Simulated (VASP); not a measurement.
Write the native input for VASP 6.6.1 that does the following.

```
Task                   : single point
Functional             : PBEsol
Dispersion             : D3(BJ)
Potentials or basis    : VASP PAW PBE potentials, release 64 (Be, S)
Cutoff                 : 600 eV
k mesh                 : 6 × 6 × 6
Occupations            : gaussian, width 0.01 eV
Spin                   : no spin polarisation
Dipole correction      : no
Further INCAR settings : ALGO = Normal; EDIFF = 1e-06; NBANDS = 11
```

The structure of BeS lies in POSCAR:

```
BeS
1.0
    0.0000000000      2.4250000000      2.4250000000
    2.4250000000      0.0000000000      2.4250000000
    2.4250000000      2.4250000000      0.0000000000
Be S
1 1
Direct
    0.0000000000      0.0000000000      0.0000000000
    0.2500000000      0.2500000000      0.2500000000
```

These files were run (other wordings do the same):

INCAR

```
SYSTEM = BeS
PREC = Accurate
ENCUT = 600
EDIFF = 1E-6
ISMEAR = 0
SIGMA = 0.01
LREAL = .False.
LASPH = .True.
NELM = 120
ALGO = Normal
ISIF = 2
LWAVE = .False.
LCHARG = .True.
GGA = PS
IVDW = 12
LELF = .True.
LVHAR = .True.
NBANDS = 11
GGA_COMPAT = .False.
```

KPOINTS

```
regular mesh
0
Gamma
  6 6 6
  0 0 0
```

Potentials or basis: VASP PAW PBE potentials, release 64 (Be, S).

Launch:

```sh
$ cat potpaw_PBE.64/Be/POTCAR potpaw_PBE.64/S/POTCAR > POTCAR
$ mpirun -np 1 vasp_std > vasp.out
```

Results of the run:

| Property | Result |
| --- | --- |
| Pressure | -3.1 GPa |
| Band gap on the k mesh | 2.93 eV, indirect (least direct gap 5.60 eV) |
| Dispersion energy per atom | -0.231 eV |

Caveat: three body term missing; the PAW data sets were made with another functional, which shifts forces and pressure a little.

It took 5.5 s on 1 thread of Intel(R) Xeon(R) Platinum 8488C (Sapphire Rapids), on a shared host, peak memory 0.15 GiB.
